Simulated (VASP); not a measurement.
# SiC (Moissanite) (P6_3mc) in VASP: single point with PBE

Aim: the single point of SiC (Moissanite) with PBE.

Everything below comes from runs of VASP 6.6.1. Logs are shortened: lines on timing, memory, paths and dates and some standing lists are left out, and cuts for length are marked.

## (1) The cell of the first run

It takes space group P6_3mc (No. 186, hexagonal). The conventional cell has a = 3.076 Å, b = 3.076 Å, c = 5.048 Å, α = 90.00°, β = 90.00°, γ = 120.00°. Within 2.5 Å of Si (site symmetry 3m) lie 4 C at 1.87 to 1.94 Å. C (site symmetry 3m) has 4 Si at 1.87 to 1.94 Å within 2.5 Å.

## (2) Single point, PBE

The input, INCAR:

```
SYSTEM = SiC
ALGO = Normal
EDIFF = 1E-7
ENCUT = 520
GGA = PE
ISIF = 2
ISMEAR = 0
LASPH = .True.
LCHARG = .True.
LELF = .True.
LREAL = .False.
LVHAR = .True.
LWAVE = .False.
NBANDS = 16
NELM = 100
PREC = Accurate
SIGMA = 0.01
```

The input, KPOINTS:

```
k-points
0
Gamma
  6 6 4
  0 0 0
```

The input, POSCAR:

```
SiC
1.0
    3.0760000000      0.0000000000      0.0000000000
   -1.5380000000      2.6638940000      0.0000000000
    0.0000000000      0.0000000000      5.0480000000
Si C
2 2
Direct
    0.3333330000      0.6666670000      0.0000000000
    0.6666670000      0.3333330000      0.5000000000
    0.3333330000      0.6666670000      0.3850000000
    0.6666670000      0.3333330000      0.8850000000
```

Potentials or basis: VASP PAW PBE potentials, release 64 (Si, C).

The run is started by

```bash
> cat potpaw_PBE.64/Si/POTCAR potpaw_PBE.64/C/POTCAR > POTCAR
> mpirun -np 1 vasp_std > vasp.out
```

OUTCAR:

```text
SYSTEM = SiC
   EDIFF = 1E-7
   ENCUT = 520
   GGA = PE
   ISIF = 2
   ISMEAR = 0
   LASPH = .True.
   LREAL = .False.
   NELM = 100
   PREC = Accurate

 ion  position               nearest neighbor table
   1  0.333  0.667  0.000-   4 1.87   4 1.87   4 1.87   3 1.94   2 3.09   2 3.09   2 3.09   2 3.09
                             2 3.09   2 3.09
   2  0.667  0.333  0.500-   3 1.87   3 1.87   3 1.87   4 1.94   1 3.09   1 3.09   1 3.09   1 3.09
                             1 3.09   1 3.09
   3  0.333  0.667  0.385-   2 1.87   2 1.87   2 1.87   1 1.94
   4  0.667  0.333  0.885-   1 1.87   1 1.87   1 1.87   2 1.94

  LATTYP: Found a hexagonal cell.
 ALAT       =     3.0760000000
 C/A-ratio  =     1.6410923277

  Lattice vectors:

 A1 = (   3.0760000000,   0.0000000000,   0.0000000000)
 A2 = (  -1.5380000000,   2.6638940000,   0.0000000000)
 A3 = (   0.0000000000,   0.0000000000,   5.0480000000)

Analysis of symmetry for initial positions (statically):
=====================================================================
 Subroutine PRICEL returns:
 Original cell was already a primitive cell.

 Routine SETGRP: Setting up the symmetry group for a
 hexagonal supercell.

 Subroutine GETGRP returns: Found 12 space group operations
 (whereof  6 operations were pure point group operations)
 out of a pool of 24 trial point group operations.

The static configuration has the point symmetry C_3v.
 The point group associated with its full space group is C_6v.

Analysis of symmetry for dynamics (positions and initial velocities):
=====================================================================
 Subroutine PRICEL returns:
 Original cell was already a primitive cell.

 Routine SETGRP: Setting up the symmetry group for a
 hexagonal supercell.

 Subroutine GETGRP returns: Found 12 space group operations
 (whereof  6 operations were pure point group operations)
 out of a pool of 24 trial point group operations.

The dynamic configuration has the point symmetry C_3v.
 The point group associated with its full space group is C_6v.

 Subroutine INISYM returns: Found 12 space group operations
 (whereof  6 operations are pure point group operations),
 and found     1 'primitive' translations

----------------------------------------------------------------------------------------

                                     Primitive cell

  volume of cell :      41.3640

  direct lattice vectors                    reciprocal lattice vectors
     3.076000000  0.000000000  0.000000000     0.325097529  0.187695156  0.000000000
    -1.538000000  2.663894000  0.000000000     0.000000000  0.375390312  0.000000000
     0.000000000  0.000000000  5.048000000     0.000000000  0.000000000  0.198098257

  length of vectors
     3.076000000  3.075999877  5.048000000     0.375390297  0.375390312  0.198098257

  position of ions in fractional coordinates (direct lattice)
     0.333333000  0.666667000  0.000000000
     0.666667000  0.333333000  0.500000000
     0.333333000  0.666667000  0.385000000
     0.666667000  0.333333000  0.885000000

  ion indices of the primitive-cell ions
   primitive index   ion index
                 1           1
                 2           2
                 3           3
                 4           4

----------------------------------------------------------------------------------------

 KPOINTS: k-points

Automatic generation of k-mesh.
 Grid dimensions read from file:
 generate k-points for:    6    6    4

 Generating k-lattice:

  Cartesian coordinates                     Fractional coordinates (reciprocal lattice)
     0.054182922  0.031282526  0.000000000     0.166666667  0.000000000  0.000000000
     0.000000000  0.062565052  0.000000000     0.000000000  0.166666667  0.000000000
     0.000000000  0.000000000  0.049524564     0.000000000  0.000000000  0.250000000

  Length of vectors
     0.062565050  0.062565052  0.049524564

  Shift w.r.t. Gamma in fractional coordinates (k-lattice)
     0.000000000  0.000000000  0.000000000

 Subroutine IBZKPT returns following result:
 ===========================================

 Found     21 irreducible k-points:

 Following reciprocal coordinates:
            Coordinates               Weight
  0.000000  0.000000  0.000000      1.000000
  0.166667 -0.000000  0.000000      6.000000
  0.333333  0.000000  0.000000      6.000000
  0.500000  0.000000  0.000000      3.000000
  0.166667  0.166667  0.000000      6.000000
  0.333333  0.166667  0.000000     12.000000
[... 13 lines left out ...]
  0.333333  0.166667  0.500000     12.000000
  0.333333  0.333333  0.500000      2.000000
   k-points           NKPTS =     21   k-points in BZ     NKDIM =     21   number of bands    NBANDS=     16
   number of dos      NEDOS =    301   number of ions     NIONS =      4
   total plane-waves  NPLWV =  23040
   dimension x,y,z NGX =    24 NGY =   24 NGZ =   40
   dimension x,y,z NGXF=    48 NGYF=   48 NGZF=   80
   ions per type =               2   2
   NGX,Y,Z   is equivalent  to a cutoff of  12.97, 12.97, 13.17 a.u.
   NGXF,Y,Z  is equivalent  to a cutoff of  25.94, 25.94, 26.35 a.u.
 SYSTEM =  SiC
   PREC   = accura    normal or accurate (medium, high low for compatibility)
   ISTART =      0    job   : 0-new  1-cont  2-samecut
   ICHARG =      2    charge: 1-file 2-atom 10-const
   ISPIN  =      1    spin polarized calculation?
   LNONCOLLINEAR =      F non collinear calculations
   LSORBIT =      F    spin-orbit coupling
   LASPH  =      T    aspherical Exc in radial PAW
   ENCUT  =  520.0 eV  38.22 Ry    6.18 a.u.   5.72  5.72  9.39*2*pi/ulx,y,z
   NELM   =    100;   NELMIN=  2; NELMDL= -5     # of ELM steps
   EDIFF  = 0.1E-06   stopping-criterion for ELM
   LREAL  =      F    real-space projection
   EDIFFG = 0.1E-05   stopping-criterion for IOM
   NSW    =      0    number of steps for IOM
   IBRION =     -1    ionic relax: 0-MD 1-quasi-New 2-CG
   NFREE  =      0    steps in history (QN), initial steepest desc. (CG)
   ISIF   =      2    stress and relaxation
   ISYM   =      2    0-nonsym 1-usesym 2-fastsym
   POTIM  = 0.5000    time-step for ionic-motion
   TEBEG  =    0.0;   TEEND  =   0.0 temperature during run
   PSTRESS=    0.0 pullay stress
   NELECT =      16.0000    total number of electrons
   NUPDOWN=      -1.0000    fix difference up-down
   EMIN   =  10.00;   EMAX   =-10.00  energy-range for DOS
   EFERMI =   0.00;   METHOD = LEGACY
   ISMEAR =     0;   SIGMA  =   0.01  broadening in eV -4-tet -1-fermi 0-gaus
   EFERMI_NEDOS =   21; number of points for ismear=-14 and -15
   IALGO  =     38    algorithm
   IMIX   =      4    mixing-type and parameters
     AMIX     =   0.40;   BMIX     =  1.00
     AMIX_MAG =   1.60;   BMIX_MAG =  1.00
  volume/ion in A,a.u.               =      10.34        69.78
  Fermi-wavevector in a.u.,A,eV,Ry     =   1.192817  2.254098 19.358550  1.422813
  Thomas-Fermi vector in A             =   2.328847
   LORBIT       =      0    0 simple, 1 ext, 2 COOP (PROOUT), +10 PAW based schemes
   GGA     = PE    functional components
   LHFCALC =     F    Hartree Fock is set to
   AEXX    =    0.0000 exact exchange contribution
   IVDW    =     0    specifies the selected vdW correction
   LEPSILON=     F    determine dielectric tensor
   LRPA    =     F    only Hartree local field effects (RPA)
 non-spin polarized calculation
 Gauss-broadening in eV      SIGMA  =   0.01
  energy-cutoff  :      520.00
  volume of cell :       41.36
 maximum number of plane-waves:      1132
 NGX is ok and might be reduce to    24
   NGX = 11   NGY = 11   NGZ = 19

 number of electron      16.0000000 magnetization

 Free energy of the ion-electron system (eV)
  ---------------------------------------------------
  ext. energy  EPLUGINS =         0.00000000
  ---------------------------------------------------
  free energy    TOTEN  =       -30.05752327 eV

  energy without entropy =      -30.05752327  energy(sigma->0) =      -30.05752327

 E-fermi :   8.5206     XC(G=0): -11.3475

 val. band max:        8.4128972713   @ k =   0.0000   0.0000   0.0000
 cond. band min:      10.7328520994   @ k =   0.3333   0.3333   0.0000
 fundamental gap:      2.3199548281
 Fermi energy:         8.5205691969

 k-point     1 :       0.0000    0.0000    0.0000
  band No.  band energies     occupation
      1      -7.3131      2.00000
      2      -3.8103      2.00000
      3      -0.2817      2.00000
      4       6.8564      2.00000
      5       6.8565      2.00000
      6       8.1375      2.00000
[... 8 lines left out ...]
     15      17.1139      0.00000
     16      19.7566      0.00000

 k-point     2 :       0.1667   -0.0000    0.0000
  band No.  band energies     occupation
      1      -6.8335      2.00000
      2      -3.4038      2.00000
      3       0.1581      2.00000
      4       4.7005      2.00000
      5       6.1770      2.00000
      6       6.5765      2.00000
[... 8 lines left out ...]
     15      17.7318      0.00000
     16      18.1248      0.00000

 k-point     3 :       0.3333    0.0000    0.0000
  band No.  band energies     occupation
      1      -5.4616      2.00000
      2      -2.4240      2.00000
      3       0.9039      2.00000
      4       2.0528      2.00000
      5       3.7869      2.00000
      6       5.2381      2.00000
[... 8 lines left out ...]
     15      19.0761      0.00000
     16      20.2130      0.00000

 k-point     4 :       0.5000    0.0000    0.0000
  band No.  band energies     occupation
      1      -3.9804      2.00000
      2      -2.5216      2.00000
      3       0.4180      2.00000
      4       1.8633      2.00000
      5       2.9815      2.00000
      6       4.8701      2.00000
[... 8 lines left out ...]
     15      18.5578      0.00000
     16      20.6127      0.00000

 k-point     5 :       0.1667    0.1667    0.0000
  band No.  band energies     occupation
      1      -5.9025      2.00000
      2      -2.6838      2.00000
      3       0.9109      2.00000
      4       2.9073      2.00000
      5       4.0609      2.00000
      6       5.3441      2.00000
[... 8 lines left out ...]
     15      18.7533      0.00000
     16      19.1543      0.00000

 k-point     6 :       0.3333    0.1667    0.0000
  band No.  band energies     occupation
      1      -4.2455      2.00000
      2      -2.1523      2.00000
      3       0.7393      2.00000
      4       2.3853      2.00000
      5       2.9226      2.00000
      6       3.5373      2.00000
[... 8 lines left out ...]
     15      19.0106      0.00000
     16      19.9473      0.00000
[... 210 lines left out ...]
 k-point    18 :       0.5000    0.0000    0.5000
  band No.  band energies     occupation
      1      -3.1136      2.00000
      2      -3.1136      2.00000
      3      -0.0418      2.00000
      4      -0.0418      2.00000
      5       5.7258      2.00000
      6       5.7258      2.00000
[... 8 lines left out ...]
     15      20.0404      0.00000
     16      20.0404      0.00000

 k-point    19 :       0.1667    0.1667    0.5000
  band No.  band energies     occupation
      1      -4.7669      2.00000
      2      -4.7669      2.00000
      3       2.9163      2.00000
      4       2.9163      2.00000
      5       5.2273      2.00000
      6       5.2273      2.00000
[... 8 lines left out ...]
     15      18.5885      0.00000
     16      18.5885      0.00000

 k-point    20 :       0.3333    0.1667    0.5000
  band No.  band energies     occupation
      1      -3.2814      2.00000
      2      -3.2814      2.00000
      3       0.7362      2.00000
      4       0.7362      2.00000
      5       4.1076      2.00000
      6       4.1076      2.00000
[... 8 lines left out ...]
     15      19.9149      0.00000
     16      19.9149      0.00000

 k-point    21 :       0.3333    0.3333    0.5000
  band No.  band energies     occupation
      1      -2.5016      2.00000
      2      -2.5016      2.00000
      3       0.4770      2.00000
      4       0.4770      2.00000
      5       2.5567      2.00000
      6       2.5567      2.00000
[... 8 lines left out ...]
     15      19.8128      0.00000
     16      19.8128      0.00000

------------------------ aborting loop because EDIFF is reached ----------------------------------------

  FORCE on cell =-STRESS in cart. coord.  units (eV):
  Direction    XX          YY          ZZ          XY          YZ          ZX
  --------------------------------------------------------------------------------------
  -------------------------------------------------------------------------------------
  Total        1.3681256      1.3681255      0.0821591      0.0000000     -0.0000000      0.0000000
  in kB       52.9924435     52.9924378      3.1823183      0.0000000     -0.0000000      0.0000000
  external PRESSURE =      36.3890665 kB  Pullay stress =       0.0000000 kB

 VOLUME and BASIS-vectors are now :
 -----------------------------------------------------------------------------
  energy-cutoff  :      520.00
  volume of cell :       41.36
      direct lattice vectors                 reciprocal lattice vectors
     3.076000000  0.000000000  0.000000000     0.325097529  0.187695156  0.000000000
    -1.538000000  2.663894000  0.000000000     0.000000000  0.375390312  0.000000000
     0.000000000  0.000000000  5.048000000     0.000000000  0.000000000  0.198098257

 POSITION                                       TOTAL-FORCE (eV/Angst)
 -----------------------------------------------------------------------------------
     -0.00000      1.77593      0.00000        -0.000000      0.000000      0.745187
      1.53800      0.88796      2.52400         0.000000     -0.000000      0.745187
     -0.00000      1.77593      1.94348         0.000000      0.000000     -0.745187
      1.53800      0.88796      4.46748        -0.000000      0.000000     -0.745187
 -----------------------------------------------------------------------------------
    total drift:                               -0.000416      0.000240     -0.000269

  FREE ENERGIE OF THE ION-ELECTRON SYSTEM (eV)
  ---------------------------------------------------
  free  energy   TOTEN  =       -30.0575232731 eV

  energy  without entropy=      -30.0575232731  energy(sigma->0) =      -30.05752327
```

It took 12 s on 1 thread of Intel Xeon Platinum 8375C at 2.90GHz (Ice Lake), shared host; peak memory 0.15 GiB.

What came out:

| Quantity | Value |
| --- | --- |
| Free energy | -30.0575 eV |
| Pressure | 3.6 GPa |
| Largest force | 0.745 eV/Å |
| Band gap on the k mesh | 2.32 eV, indirect (least direct gap 4.07 eV) |

Forces on the atoms (eV/Å):
```
Si   0.000  0.000  0.745
Si   0.000  0.000  0.745
C    0.000  0.000 -0.745
C    0.000  0.000 -0.745
```

A k mesh can miss the band edges. Expect the measured gap to be larger: semilocal functionals such as PBE lack the derivative discontinuity.
